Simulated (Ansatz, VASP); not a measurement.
Pd: VASP beside Ansatz

Contents of INCAR:

```
SYSTEM = Pd
PREC     = Accurate       ! precision mode
ENCUT    = 520            ! plane-wave cutoff, eV
EDIFF    = 1E-6           ! SCF threshold, eV
ISMEAR   = -1             ! smearing method
SIGMA    = 0.05           ! smearing width, eV
LREAL    = .FALSE.        ! projectors in reciprocal space
LASPH    = .TRUE.         ! aspherical terms in the spheres
NELM     = 150            ! most SCF steps
ALGO     = Normal         ! electronic algorithm
ISIF     = 2              ! what is computed and relaxed
LWAVE    = .FALSE.        ! write WAVECAR
LCHARG   = .FALSE.        ! write CHGCAR
ISPIN    = 2              ! spin polarisation
MAGMOM   = 0.5 -0.5       ! initial moments
LORBIT   = 11             ! projections on sites
LMAXMIX  = 4              ! l up to which the mixer works
NBANDS   = 21             ! bands
```

The input KPOINTS:

```
Automatic mesh
0
G
  18 18 18
  0 0 0
```

POSCAR

```
Pd
1.0
    0.0000000000      2.5709380197      2.5709380197
    2.5709380197      0.0000000000      2.5709380197
    2.5709380197      2.5709380197      0.0000000000
Pd
2
Direct
    0.0000000000      0.0000000000      0.0000000000
    0.5000000000      0.5000000000      0.5000000000
```

Input for Ansatz:

```yaml
crystal:
  lattice:
    - [0.0, 2.5709380197, 2.5709380197]
    - [2.5709380197, 0.0, 2.5709380197]
    - [2.5709380197, 2.5709380197, 0.0]
  atoms:
    - { symbol: Pd, position: [0.0, 0.0, 0.0], spin: 0.5 }
    - { symbol: Pd, position: [0.5, 0.5, 0.5], spin: -0.5 }
hamiltonian:
  xc: lda
  pseudopotentials:
    kind: paw
    azcp:
      Pd: "pseudopotentials/Pd.paw.azcp"
basis:
  ecutwfc: 420
  fft_grid_basis: typed
kpoints:
  mp_grid: { grid: [18, 18, 18], shift: [0, 0, 0] }
magnetization:
  spin_polarized: true
scf:
  occupations: { method: fermi_dirac, width: 0.05 }
output:
  stress: true
```

Alike in both runs: task single point; functional LDA; k mesh 18 × 18 × 18; occupations fermi-dirac, width 0.05 eV; collinear spin.

```csv
,VASP,Ansatz
version,VASP 6.6.1,Ansatz 0.2.0
potentials or method,"VASP PAW LDA potentials, release 64 (Pd), cutoff 520 eV","plane waves (420 eV) with PAW, scalar-relativistic"
valence electrons in the cell,20,36
```

|  | VASP | Ansatz | Ansatz less VASP |
| --- | --- | --- | --- |
| pressure (GPa) | -5.6 | -5.7 | -0.06 |
| net moment per atom (μB) | 0.00 | 0.00 | 0.000 |

Ansatz warns that its potentials were made for another functional, while VASP's fit it. LDA's correlation is that of Perdew and Zunger in VASP and of Perdew and Wang (1992) in Ansatz. VASP's potentials hold 20 valence electrons a cell and Ansatz's 36, so a difference there can come from the potentials and not from the codes. Ansatz's warnings: seeded moment not kept.
